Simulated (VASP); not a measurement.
# ZrNb3 (Pm-3m) in VASP: a series of runs, part 2 of 2

VASP 6.6.1. Earlier steps stand in the parts before.

### 4 Relaxation of cell and atoms, PBE

INCAR reads:

```
PREC = Accurate ; ENCUT = 600
EDIFF = 1E-6 ; ISMEAR = 0
SIGMA = 0.1 ; LREAL = F
LASPH = T ; NELM = 100
ALGO = Normal ; ISIF = 3
LWAVE = F ; LCHARG = F
GGA = PE ; IBRION = 2
NSW = 90 ; EDIFFG = -0.04
```

KPOINTS reads:

```
regular mesh
0
Gamma
  4 4 4
```

POSCAR reads:

```
ZrNb3
1.0
    3.9661167935      0.0000000000      0.0000000000
    0.0000000000      3.9661167935      0.0000000000
    0.0000000000      0.0000000000      3.9661167935
Zr Nb
1 3
Direct
    0.0000000000      0.0000000000      0.0000000000
    0.0000000000      0.5000000000      0.5000000000
    0.5000000000      0.0000000000      0.5000000000
    0.5000000000      0.5000000000      0.0000000000
```

Potentials or basis: VASP PAW PBE potentials, release 64 (Zr_sv, Nb_sv).

On the command line:

```console
cat potpaw_PBE.64/Zr_sv/POTCAR potpaw_PBE.64/Nb_sv/POTCAR > POTCAR
mpirun -np 1 vasp_std > vasp.out
```

OUTCAR:

```text
PREC = Accurate
   ENCUT = 600
   EDIFF = 1E-6
   ISMEAR = 0
   LREAL = F
   LASPH = T
   NELM = 100
   ISIF = 3
   GGA = PE
   IBRION = 2
   NSW = 90
   EDIFFG = -0.04

 ion  position               nearest neighbor table
   1  0.000  0.000  0.000-   2 2.80   3 2.80   4 2.80   2 2.80   3 2.80   2 2.80   4 2.80   2 2.80
                             3 2.80   4 2.80   3 2.80   4 2.80
   2  0.000  0.500  0.500-   1 2.80   3 2.80   4 2.80   1 2.80   4 2.80   1 2.80   3 2.80   1 2.80
                             3 2.80   4 2.80   4 2.80   3 2.80
   3  0.500  0.000  0.500-   1 2.80   2 2.80   4 2.80   1 2.80   4 2.80   2 2.80   4 2.80   4 2.80
                             1 2.80   2 2.80   1 2.80   2 2.80
   4  0.500  0.500  0.000-   1 2.80   2 2.80   3 2.80   2 2.80   3 2.80   1 2.80   3 2.80   3 2.80
                             1 2.80   2 2.80   2 2.80   1 2.80

  LATTYP: Found a simple cubic cell.
 ALAT       =     3.9661167935

  Lattice vectors:

 A1 = (   3.9661167935,   0.0000000000,   0.0000000000)
 A2 = (   0.0000000000,   3.9661167935,   0.0000000000)
[... 211 lines left out ...]
 fundamental gap:      0.0677417437
 Fermi energy:         6.5108817335

 k-point     1 :       0.0000    0.0000    0.0000
  band No.  band energies     occupation
      1     -48.8807      2.00000
      2     -48.8475      2.00000
      3     -48.8475      2.00000
      4     -42.9384      2.00000
      5     -24.9282      2.00000
      6     -24.9282      2.00000
[... 432 lines left out ...]
--------------------------------------- Ionic step        5  -------------------------------------------

 number of electron      50.9999998 magnetization

 Free energy of the ion-electron system (eV)
  ---------------------------------------------------
  ext. energy  EPLUGINS =         0.00000000
  ---------------------------------------------------
  free energy    TOTEN  =       -37.91928038 eV

  energy without entropy =      -37.87786213  energy(sigma->0) =      -37.89857126

 E-fermi :  10.6260     XC(G=0): -12.0324

 val. band max:       10.6157456700   @ k =   0.5000   0.2500   0.0000
 cond. band min:      10.7153189745   @ k =   0.5000   0.2500   0.2500
 fundamental gap:      0.0995733045
 Fermi energy:        10.6259885309

 k-point     1 :       0.0000    0.0000    0.0000
  band No.  band energies     occupation
      1     -44.1219      2.00000
      2     -43.9557      2.00000
      3     -43.9557      2.00000
      4     -37.7503      2.00000
      5     -20.4884      2.00000
      6     -20.4884      2.00000
[... 350 lines left out ...]
  FREE ENERGIE OF THE ION-ELECTRON SYSTEM (eV)
  ---------------------------------------------------
  free  energy   TOTEN  =       -37.9192803824 eV

  energy  without entropy=      -37.8778621335  energy(sigma->0) =      -37.89857126

 reached required accuracy - stopping structural energy minimisation
```

OSZICAR:

```text
N       E                     dE             d eps       ncg     rms          rms(c)
DAV:   1     0.778625299181E+03    0.77863E+03   -0.31129E+04   600   0.202E+03
DAV:   2     0.343456355718E+02   -0.74428E+03   -0.72917E+03   690   0.780E+02
DAV:   3    -0.312186612854E+02   -0.65564E+02   -0.62686E+02  1032   0.167E+02
[... 70 lines left out ...]
DAV:   5    -0.379191564497E+02   -0.11717E-03   -0.13938E-04  1034   0.499E-02    0.499E-02
DAV:   6    -0.379192755302E+02   -0.11908E-03   -0.24635E-04   936   0.846E-02    0.163E-02
DAV:   7    -0.379192786034E+02   -0.30732E-05   -0.37419E-05   852   0.345E-02    0.329E-03
DAV:   8    -0.379192804860E+02   -0.18826E-05   -0.34507E-06   574   0.148E-02    0.150E-03
DAV:   9    -0.379192803824E+02    0.10363E-06   -0.36462E-07   408   0.596E-03
   5 F= -.37919280E+02 E0= -.37898571E+02  d E =-.187880E+01
```

Wall time 98 s (1 thread of Intel Xeon Platinum 8259CL at 2.50GHz (Skylake/Cascade Lake), shared host); peak memory 0.19 GiB.

Results:

```yaml
Free_energy: -37.9193 eV
Relaxed_volume: 19.55 Å³/atom
Relaxed_cell: a = 4.276 Å, b = 4.276 Å, c = 4.276 Å, α = 90.00°, β = 90.00°, γ = 90.00°
Space_group_after_relaxing_to_0.05_Å: Pm-3m (No. 221)
Energy_gained_by_relaxing: 469.7 meV/atom
Ionic_steps: 5
Pressure_after_relaxing: 0.1 GPa
```

The path:
```csv
step,energy change (eV),largest force (eV/Å),pressure (GPa),volume (Å³)
1,0.0000,0.0000,45.77,62.39
2,1.6132,0.0000,-25.35,111.89
3,-1.8661,0.0000,-2.56,79.81
4,-1.8783,0.0000,-0.52,78.56
5,-1.8788,0.0000,0.06,78.21
```

Final structure:
```yaml
crystal:
  lattice:
    - [4.27644, 0.00000, 0.00000]
    - [0.00000, 4.27644, 0.00000]
    - [0.00000, 0.00000, 4.27644]
  atoms:
    - { symbol: Zr, position: [0.00000, 0.00000, 0.00000] }
    - { symbol: Nb, position: [0.00000, 0.50000, 0.50000] }
    - { symbol: Nb, position: [0.50000, 0.00000, 0.50000] }
    - { symbol: Nb, position: [0.50000, 0.50000, 0.00000] }
```

Levels at points of the mesh, in eV from the Fermi level:
```csv
k point,band 23,band 24,band 25,band 26,band 27,band 28
"(0.00, 0.00, 0.00)",-3.12,0.26,0.26,0.26,2.78,2.78
"(0.50, 0.00, 0.00)",-1.05,-1.05,-0.93,-0.93,0.56,0.83
"(0.50, 0.50, 0.00)",-0.98,-0.98,-0.97,-0.97,-0.84,-0.60
"(0.50, 0.50, 0.50)",-0.13,0.11,0.11,0.11,0.35,0.35
```

Caveat: the k points lie up to 0.37 Å⁻¹ apart in the final cell; the volume moved by over 15 % at a fixed basis, so the end points are rough.

### 5 The runs side by side

| task | cell | cutoff (eV) | gap on the mesh (eV) | pressure (GPa) |
| --- | --- | --- | --- | --- |
| single point | a = 3.966 Å, 4 atoms | 520 | none | 45.7 |
| single point | a = 4.276 Å, 4 atoms | 520 | none | 0.2 |
| relaxation of cell and atoms | relaxed from a = 3.966 Å, 4 atoms | 600 | none | 0.1 |

Alike in all rows: level PBE; potentials or basis VASP PAW PBE potentials, release 64 (Zr_sv, Nb_sv); no spin polarisation; k mesh 4 × 4 × 4; smearing gaussian 0.1 eV.

Caveats: all runs use coarse meshes; the volume moved by over 15 % at a fixed basis, so the end points are rough (some runs).

Absolute energies hang on the potentials; compare differences alone.
